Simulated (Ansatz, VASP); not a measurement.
## Two plane-wave programs on MgCd3O

The input INCAR:

```
SYSTEM = MgCd3O
PREC = Accurate
ENCUT = 600
EDIFF = 1E-6
ISMEAR = 0
SIGMA = 0.1
LREAL = .FALSE.
LASPH = .TRUE.
NELM = 120
ALGO = Normal
ISIF = 2
LWAVE = .FALSE.
LCHARG = .FALSE.
GGA = PE
NBANDS = 30
GGA_COMPAT = .FALSE.
```

File KPOINTS:

```
Automatic mesh
0
G
  4 4 4
  0 0 0
```

The input POSCAR:

```
MgCd3O
1.0
    4.4877220700      0.0000000000      0.0000000000
    0.0000000000      4.4877220700      0.0000000000
    0.0000000000      0.0000000000      5.0619580200
Mg Cd O
1 3 1
Direct
    0.5000000000      0.5000000000      0.5804528200
    0.5000000000      0.0000000000      0.0426836700
    0.0000000000      0.5000000000      0.0426836700
    0.5000000000      0.5000000000      0.1263733200
    0.0000000000      0.0000000000      0.9745571500
```

Input for Ansatz:

```yaml
crystal:
  lattice:
    - [4.48772207, 0.0, 0.0]
    - [0.0, 4.48772207, 0.0]
    - [0.0, 0.0, 5.06195802]
  atoms:
    - { symbol: Mg, position: [0.5, 0.5, 0.58045282] }
    - { symbol: Cd, position: [0.5, 0.0, 0.04268367] }
    - { symbol: Cd, position: [0.0, 0.5, 0.04268367] }
    - { symbol: Cd, position: [0.5, 0.5, 0.12637332] }
    - { symbol: O, position: [0.0, 0.0, 0.97455715] }
basis:
  ecutwfc: 420
kpoints:
  mp_grid: { grid: [4, 4, 4] }
hamiltonian:
  xc: pbe
scf:
  occupations: { method: gaussian, width: 0.1 }
  lower_state_search: "off"
output:
  forces: true
  stress: true
  eigenvalues: true
```

Alike in both runs: task single point; functional PBE; k mesh 4 × 4 × 4; occupations gaussian, width 0.1 eV; no spin polarisation.

|  | VASP | Ansatz |
| --- | --- | --- |
| version | VASP 6.6.1 | Ansatz 0.2.0 |
| potentials or method | VASP PAW PBE potentials, release 64 (Mg, Cd, O), cutoff 600 eV | scalar-relativistic, plane waves, PAW |
| valence electrons in the cell | 44 | 76 |

Ansatz gave:

| Item | Value |
| --- | --- |
| gap on the k mesh at the Fermi level (eV) | none |
| rms of the force components (eV/Å) | 0.997 |

Task: Estimate VASP's values.

Result: gap on the k mesh at the Fermi level (eV): none; rms of the force components (eV/Å): 1.038.

Atom by atom the forces differ by 0.066 eV/Å (rms over components). A gap of «none» marks a metal or a gap that the smearing closes. VASP's potentials hold 44 valence electrons a cell and Ansatz's 76, so a difference there can come from the potentials and not from the codes.
